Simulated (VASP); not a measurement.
Si16C (a cell with a defect): single point with PBE+D3(BJ)

System: Si16C (a cell with a defect).

```
Si C
1.0
     0.00000    5.43000    5.43000
     5.43000    0.00000    5.43000
     5.43000    5.43000    0.00000
Si C
16 1
Direct
  0.97566 0.02663 0.99393
  0.07777 0.15992 0.12675
  0.05628 0.92290 0.56401
  0.11885 0.14414 0.62632
  0.97740 0.52721 0.00612
  0.11325 0.65344 0.11736
  0.98282 0.51849 0.48991
  0.14322 0.56681 0.64750
  0.47315 0.03664 0.97258
  0.60232 0.14661 0.10805
  0.48592 0.02557 0.48157
  0.62813 0.15593 0.57683
  0.48667 0.52064 0.99248
  0.60370 0.66182 0.10865
  0.50226 0.52326 0.48245
  0.61012 0.65225 0.61890
  0.89916 0.06506 0.39692
```

```yaml
Program: VASP 6.6.1
Task: single point
Functional: PBE
Dispersion: D3(BJ)
Potentials_or_basis: VASP PAW PBE potentials, release 64 (Si, C)
Cutoff: 520 eV
k_mesh: 2 × 2 × 2
Occupations: gaussian, width 0.05 eV
Spin: collinear spin, zero start
Starting_moments: "[0.0, 0.0, 0.0, 0.0, 0.0, 0.0, 0.0, 0.0, 0.0, 0.0, 0.0, 0.0, 0.0, 0.0, 0.0, 0.0, 0.0] μB"
Dipole_correction: no
Further_INCAR_settings: LREAL = Auto; ALGO = Normal; EDIFF = 1e-07; NBANDS = 52
```

* Pressure: 1.6 GPa
* Largest force: 0.084 eV/Å
* Band gap on the k mesh: zero (filled and empty bands overlap)
* Net moment: 0.00 μB per cell
* Valence electrons inside the program's atomic spheres: Si 1.71, 1.67, 1.72, 1.73, 1.70, 1.69, 1.65 (each value once); C 2.49
* Dispersion energy per atom: -0.313 eV

Forces on the atoms (eV/Å):
```
Si  -0.004  0.003  0.014
Si  -0.017  0.010 -0.016
Si  -0.017  0.014  0.027
Si  -0.012 -0.004 -0.006
Si  -0.009  0.000  0.005
Si   0.003 -0.001  0.003
Si  -0.013  0.016  0.001
Si   0.013 -0.016 -0.004
Si   0.013  0.009 -0.012
Si   0.001  0.002  0.013
Si  -0.010  0.004  0.007
Si   0.000  0.007 -0.006
Si   0.000 -0.001  0.004
Si  -0.004  0.003  0.002
Si   0.012 -0.012  0.019
Si  -0.002  0.008  0.008
C    0.045 -0.040 -0.058
```

Stress tensor (GPa, compression positive):
```
 0.22 -0.05  0.98
-0.05  4.22 -0.11
 0.98 -0.11  0.27
```

Levels at points of the mesh, in eV from the Fermi level:
Spin up:
| k point | band 30 | band 31 | band 32 | band 33 | band 34 | band 35 | band 36 | band 37 | band 38 | band 39 |
| --- | --- | --- | --- | --- | --- | --- | --- | --- | --- | --- |
| (0.00, 0.00, 0.00) | -1.39 | -1.20 | -0.78 | -0.49 | -0.45 | -0.41 | 0.03 | 0.32 | 0.52 | 0.67 |
| (0.50, 0.00, 0.00) | -1.56 | -1.38 | -1.25 | -0.99 | -0.19 | 0.69 | 0.75 | 1.05 | 1.14 | 1.21 |
| (0.00, 0.50, 0.00) | -1.70 | -1.27 | -1.27 | -0.97 | -0.03 | 0.53 | 0.68 | 0.97 | 1.13 | 1.20 |
| (0.00, 0.00, 0.50) | -1.58 | -1.38 | -1.26 | -0.98 | -0.15 | 0.67 | 0.70 | 1.08 | 1.14 | 1.23 |
| (0.50, 0.50, 0.50) | -1.73 | -1.21 | -1.18 | -1.10 | -0.11 | 0.58 | 0.75 | 1.02 | 1.08 | 1.27 |
| (0.50, 0.50, 0.00) | -1.86 | -1.79 | -1.67 | -1.00 | -0.83 | 0.86 | 1.15 | 1.40 | 1.90 | 2.08 |
| (0.00, 0.50, 0.50) | -1.86 | -1.81 | -1.68 | -1.00 | -0.82 | 0.86 | 1.17 | 1.40 | 1.92 | 2.07 |
| (0.50, 0.00, 0.50) | -1.81 | -1.79 | -1.72 | -1.11 | 0.33 | 0.50 | 1.02 | 1.45 | 1.75 | 1.79 |
Spin down:
| k point | band 30 | band 31 | band 32 | band 33 | band 34 | band 35 | band 36 | band 37 | band 38 | band 39 |
| --- | --- | --- | --- | --- | --- | --- | --- | --- | --- | --- |
| (0.00, 0.00, 0.00) | -1.39 | -1.20 | -0.78 | -0.49 | -0.45 | -0.41 | 0.03 | 0.32 | 0.52 | 0.67 |
| (0.50, 0.00, 0.00) | -1.56 | -1.38 | -1.25 | -0.99 | -0.19 | 0.69 | 0.75 | 1.05 | 1.14 | 1.21 |
| (0.00, 0.50, 0.00) | -1.70 | -1.27 | -1.27 | -0.97 | -0.03 | 0.53 | 0.68 | 0.97 | 1.13 | 1.20 |
| (0.00, 0.00, 0.50) | -1.58 | -1.38 | -1.26 | -0.98 | -0.15 | 0.67 | 0.70 | 1.08 | 1.14 | 1.23 |
| (0.50, 0.50, 0.50) | -1.73 | -1.21 | -1.18 | -1.10 | -0.11 | 0.58 | 0.75 | 1.02 | 1.08 | 1.27 |
| (0.50, 0.50, 0.00) | -1.86 | -1.79 | -1.67 | -1.00 | -0.83 | 0.86 | 1.15 | 1.40 | 1.90 | 2.08 |
| (0.00, 0.50, 0.50) | -1.86 | -1.81 | -1.68 | -1.00 | -0.82 | 0.86 | 1.17 | 1.40 | 1.92 | 2.07 |
| (0.50, 0.00, 0.50) | -1.81 | -1.79 | -1.72 | -1.11 | 0.33 | 0.50 | 1.02 | 1.45 | 1.75 | 1.79 |

Wall time 5.6 min on 1 thread of Intel(R) Xeon(R) 6975P-C (Granite Rapids) (shared host), peak memory 0.71 GiB.

Caveat: the k points lie up to 0.50 Å⁻¹ apart, too coarse for converged energies and pressures of a metal.
